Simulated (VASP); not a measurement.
Write the native input for VASP 6.6.1 that does the following.

```
Task                   : single point
Functional             : PBEsol
Potentials or basis    : VASP PAW PBE potentials, release 64 (Si)
Cutoff                 : 520 eV
k mesh                 : 16 × 16 × 16
Occupations            : gaussian, width 0.05 eV
Spin                   : no spin polarisation
Dipole correction      : no
Further INCAR settings : ALGO = Normal; EDIFF = 1e-06; NBANDS = 11
```

The structure of Si lies in POSCAR:

```
Si
1.0
    0.0000000000      2.3893896086      2.3893896086
    2.3893896086      0.0000000000      2.3893896086
    2.3893896086      2.3893896086      0.0000000000
Si
2
Direct
    0.7500000000      0.7500000000      0.7500000000
    0.5000000000      0.5000000000      0.5000000000
```

These files were run (other wordings do the same):

INCAR

```
SYSTEM = Si
PREC     = Accurate       ! precision mode
ENCUT    = 520            ! plane-wave cutoff, eV
EDIFF    = 1E-6           ! SCF threshold, eV
ISMEAR   = 0              ! smearing method
SIGMA    = 0.05           ! smearing width, eV
LREAL    = .FALSE.        ! projectors in reciprocal space
LASPH    = .TRUE.         ! aspherical terms in the spheres
NELM     = 80             ! most SCF steps
ALGO     = Normal         ! electronic algorithm
ISIF     = 2              ! what is computed and relaxed
LWAVE    = .FALSE.        ! write WAVECAR
LCHARG   = .FALSE.        ! write CHGCAR
GGA      = PS             ! functional
NBANDS   = 11             ! bands
```

KPOINTS

```
Automatic mesh
0
G
  16 16 16
  0 0 0
```

Potentials or basis: VASP PAW PBE potentials, release 64 (Si).

Command:

```bash
$ cat potpaw_PBE.64/Si/POTCAR > POTCAR
$ mpirun -np 1 vasp_std > vasp.out
```

It gave:

* Pressure: 78.2 GPa
* Band gap on the k mesh: zero (bands 4 and 5 overlap by 0.48 eV)

Caveat: the cell stands under pressure; semilocal functionals underestimate gaps, so a narrow gap can read as zero; the PAW data sets were made with another functional, which shifts forces and pressure a little.

Wall time 20 s on 1 thread of Intel(R) Xeon(R) Platinum 8488C (Sapphire Rapids), with other jobs on the host, peak memory 0.17 GiB.
